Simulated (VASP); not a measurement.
# Rb: single point with PBE

The system is Rb.

```xyz
2
Lattice="2.5135 -4.4028 0.0000 2.5135 4.4028 0.0000 0.0000 0.0000 8.2095" Properties=species:S:1:pos:R:3 pbc="T T T"
Rb    2.5135   -2.9645    6.1571
Rb    2.5135    2.9645    2.0524
```

- Program: VASP 6.6.1
- Task: single point
- Functional: PBE
- Potentials or basis: VASP PAW PBE potentials, release 64 (Rb_sv)
- Cutoff: 520 eV
- k mesh: 10 × 10 × 6
- Occupations: gaussian, width 0.1 eV
- Spin: no spin polarisation
- Dipole correction: no
- Further INCAR settings: ALGO = Fast; EDIFF = 1e-06; NBANDS = 16

* Pressure: 0.0 GPa
* Band gap on the k mesh: zero (bands 9 and 10 overlap by 2.10 eV)

Levels at points of the mesh, in eV from the Fermi level:
```csv
k point,band 5,band 6,band 7,band 8,band 9,band 10,band 11,band 12,band 13,band 14
"(0.00, 0.00, 0.00)",-12.94,-12.92,-12.92,-12.92,-1.96,0.16,0.69,3.42,3.53,3.58
"(0.50, 0.00, 0.00)",-12.98,-12.96,-12.94,-12.94,0.05,0.33,1.32,1.56,2.11,2.51
"(0.50, 0.50, 0.00)",-12.97,-12.96,-12.95,-12.93,0.04,0.29,1.33,1.59,2.03,2.46
"(0.00, 0.00, 0.50)",-12.93,-12.93,-12.93,-12.93,-1.28,-1.28,2.35,2.35,3.48,3.48
"(0.50, 0.00, 0.50)",-12.95,-12.95,-12.95,-12.95,0.43,0.43,0.93,0.93,2.55,2.55
"(0.50, 0.50, 0.50)",-12.95,-12.95,-12.95,-12.95,0.40,0.40,0.91,0.91,2.54,2.54
```

It took 5.2 min on 1 thread of Intel(R) Xeon(R) Platinum 8259CL CPU @ 2.50GHz (Skylake/Cascade Lake) (shared host), peak memory 0.49 GiB.
